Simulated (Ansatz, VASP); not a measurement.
One calculation of BN, two programs

INCAR

```
  ALGO = Normal
  EDIFF = 1E-6
  ENCUT = 520
  GGA = PE
  ISIF = 2
  ISMEAR = -1
  LASPH = True
  LCHARG = False
  LREAL = False
  LWAVE = False
  NBANDS = 16
  NELM = 60
  PREC = Accurate
  SIGMA = 0.5
```

File KPOINTS:

```
k-points
0
Gamma
  9 9 4
```

File POSCAR:

```
BN
1.0
    2.5005826042      0.0000000000      0.0000000000
   -1.2502913021      2.1655680595      0.0000000000
    0.0000000000      0.0000000000      6.5236361402
B N
2 2
Direct
    0.3333333333      0.6666666667      0.2500000000
    0.6666666667      0.3333333333      0.7500000000
    0.3333333333      0.6666666667      0.7500000000
    0.6666666667      0.3333333333      0.2500000000
```

Input for Ansatz:

```yaml
crystal:
  lattice:
    - [2.5005826042, 0.0, 0.0]
    - [-1.2502913021, 2.1655680595, 0.0]
    - [0.0, 0.0, 6.5236361402]
  atoms:
    - { symbol: B, position: [0.3333333333, 0.6666666667, 0.25] }
    - { symbol: B, position: [0.6666666667, 0.3333333333, 0.75] }
    - { symbol: "N", position: [0.3333333333, 0.6666666667, 0.75] }
    - { symbol: "N", position: [0.6666666667, 0.3333333333, 0.25] }
kpoints:
  mp_grid: { grid: [9, 9, 4] }
hamiltonian:
  xc: pbe
scf:
  occupations: { method: fermi_dirac, width: 0.5 }
  n_extra_bands: 5
output:
  forces: true
  stress: true
  eigenvalues: true
```

Alike in both runs: task single point; functional PBE; k mesh 9 × 9 × 4; occupations fermi-dirac, width 0.5 eV; no spin polarisation.

```csv
,VASP,Ansatz
version,VASP 6.6.1,Ansatz 0.2.0
potentials or method,"VASP PAW PBE potentials, release 64 (B, N)",plane waves
plane-wave cutoff (eV),520,420
valence electrons in the cell,16,16
```

|  | VASP | Ansatz | Ansatz less VASP |
| --- | --- | --- | --- |
| pressure (GPa) | 4.8 | 4.7 | -0.08 |
| traceless stress, the component that is largest in VASP (GPa) | -1.36 | -1.16 | +0.203 |

The functional is the same, so the differences come from potentials, cutoffs and numerics.
